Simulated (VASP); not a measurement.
The system is Al3SiPd2.

```xyz
6
Lattice="4.0774 0.0000 0.0000 -2.0387 3.5311 0.0000 0.0000 0.0000 6.0731" Properties=species:S:1:pos:R:3 pbc="T T T"
Al    2.0387    0.0000    0.0000
Al   -1.0194    1.7656    0.0000
Al    1.0194    1.7656    0.0000
Si    0.0000    0.0000    0.0000
Pd    0.0000    0.0000    1.9350
Pd    0.0000    0.0000    4.1381
```

```yaml
Program: VASP 6.6.1
Task: relaxation of cell and atoms
Functional: PBE
Potentials_or_basis: VASP PAW PBE potentials, release 64 (Al, Si, Pd)
Cutoff: 600 eV
k_mesh: 6 × 6 × 4
Occupations: gaussian, width 0.1 eV
Spin: no spin polarisation
```

At the start: pressure 117.8 GPa; volume 14.57 Å³/atom.

Where does the relaxation end?

Over 17 steps the energy falls by 2897.1 meV/atom and the volume is 27.97 Å³/atom (+91.9 %); space group P6/mmm (No. 191, to 0.05 Å).

The path:
```tsv
step	energy change (eV)	largest force (eV/Å)	pressure (GPa)	volume (Å³)
1	0.0000	2.4495	117.85	87.44
2	2.9448	1.4151	-8.00	302.61
3	65.5468	4.1300	1.66	248.49
4	-9.1786	0.8298	-4.48	279.34
5	-13.3226	1.4116	-5.57	279.35
6	-10.6229	0.9699	-3.06	220.92
7	-16.8412	0.6612	-3.99	196.56
8	-15.4003	4.3576	9.70	153.24
9	-17.2130	0.0164	-1.99	182.44
10	-17.2694	0.7218	0.08	173.54
11	-17.2698	0.5589	-0.40	175.34
12	-17.3144	0.4518	-0.44	173.40
13	-17.3795	0.2364	-0.06	167.58
14	-17.3803	0.0222	-0.20	168.76
15	-17.3812	0.1014	-0.13	168.30
16	-17.3795	0.1330	0.30	167.10
17	-17.3828	0.0082	0.02	167.81
```

Final structure:
```
Al Si Pd
1.0
     5.25367    0.00000    0.00000
    -2.62683    4.54981    0.00000
     0.00000    0.00000    7.02038
Al Si Pd
3 1 2
Cartesian
  2.6268 0.0000 0.0000
  -1.3134 2.2749 0.0000
  1.3134 2.2749 0.0000
  0.0000 0.0000 0.0000
  0.0000 0.0000 2.1930
  0.0000 0.0000 4.8273
```

Caveat: the volume moved by over 15 % at a fixed basis, so the end points are rough.
